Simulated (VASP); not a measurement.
Set up this calculation in VASP 6.6.1, as the native input.

| Quantity | Value |
| --- | --- |
| Task | single point |
| Functional | PBE |
| Potentials or basis | VASP PAW PBE potentials, release 64 (Be, As) |
| Cutoff | 520 eV |
| k mesh | 18 × 18 × 18 |
| Occupations | gaussian, width 0.1 eV |
| Spin | no spin polarisation |
| Dipole correction | no |
| Further INCAR settings | ALGO = Fast; EDIFF = 1e-06; NBANDS = 12 |

The structure of Be2As lies in POSCAR:

```
Be2As
1.0
    1.8002514827      1.0393756781      3.5245077545
   -1.8002514827      1.0393756781      3.5245077545
    0.0000000000     -2.0787513563      3.5245077545
Be As
2 1
Direct
    0.2242419936      0.2242419936      0.2242419936
    0.7757580064      0.7757580064      0.7757580064
    0.0000000000      0.0000000000      0.0000000000
```

The input as run:

INCAR

```
ALGO = Fast
EDIFF = 1E-6
ENCUT = 520
GGA = PE
ISIF = 2
ISMEAR = 0
LASPH = True
LCHARG = False
LREAL = False
LWAVE = False
NBANDS = 12
NELM = 100
PREC = Accurate
SIGMA = 0.1
```

KPOINTS

```
k-points
0
Gamma
  18 18 18
```

Potentials or basis: VASP PAW PBE potentials, release 64 (Be, As).

Command:

```bash
$ cat potpaw_PBE.64/Be/POTCAR potpaw_PBE.64/As/POTCAR > POTCAR
$ mpirun -np 1 vasp_std > vasp.out
```

It gave:

```
Pressure               : 0.3 GPa
Largest force          : 0.009 eV/Å
Band gap on the k mesh : zero (an odd number of electrons rules out a gap without spin polarisation)
```

Run time: 4.9 min on 1 thread of Oxide Virtual Turin-like Processor, with other jobs on the host, peak memory 0.36 GiB.
